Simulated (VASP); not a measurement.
Wanted: the native input for a VASP 6.6.1 run.

| Property | Result |
| --- | --- |
| Task | single point |
| Functional | PBEsol |
| Potentials or basis | VASP PAW PBE potentials, release 64 (Si, Ni) |
| Cutoff | 520 eV |
| k mesh | 14 × 14 × 14 |
| Occupations | gaussian, width 0.15 eV |
| Spin | no spin polarisation |
| Dipole correction | no |
| Further INCAR settings | ALGO = Fast; EDIFF = 1e-06; NBANDS = 25 |

The structure of SiNi3 lies in POSCAR:

```
SiNi3
1.0
    3.4612457600      0.0000000000      0.0000000000
    0.0000000000      3.4612457600      0.0000000000
    0.0000000000      0.0000000000      3.5477769040
Si Ni
1 3
Direct
    0.0000000000      0.0000000000      0.0000000000
    0.0000000000      0.5000000000      0.5000000000
    0.5000000000      0.0000000000      0.5000000000
    0.5000000000      0.5000000000      0.0000000000
```

This cell differs from its parent crystal: strain +0.000 along x and y, +0.025 along z.

These files were run (other wordings do the same):

INCAR

```
  ALGO = Fast
  EDIFF = 1E-6
  ENCUT = 520
  GGA = PS
  ISIF = 2
  ISMEAR = 0
  LASPH = True
  LCHARG = False
  LREAL = False
  LWAVE = False
  NBANDS = 25
  NELM = 60
  PREC = Accurate
  SIGMA = 0.15
```

KPOINTS

```
k-points
0
Gamma
  14 14 14
```

Potentials or basis: VASP PAW PBE potentials, release 64 (Si, Ni).

The run is started by

```console
$ cat potpaw_PBE.64/Si/POTCAR potpaw_PBE.64/Ni/POTCAR > POTCAR
$ mpirun -np 1 vasp_std > vasp.out
```

It gave:

The pressure is -5.6 GPa and the band gap on the k mesh is zero (bands 17 and 18 overlap by 0.32 eV).

Caveat: the cell differs from its parent crystal (strain +0.000 along x and y, +0.025 along z); the cell stands under tension; the PAW data sets were made with another functional, which shifts forces and pressure a little.

Run time: 2.9 min on 1 thread of Intel(R) Xeon(R) 6975P-C (Granite Rapids) (shared host), peak memory 0.35 GiB.
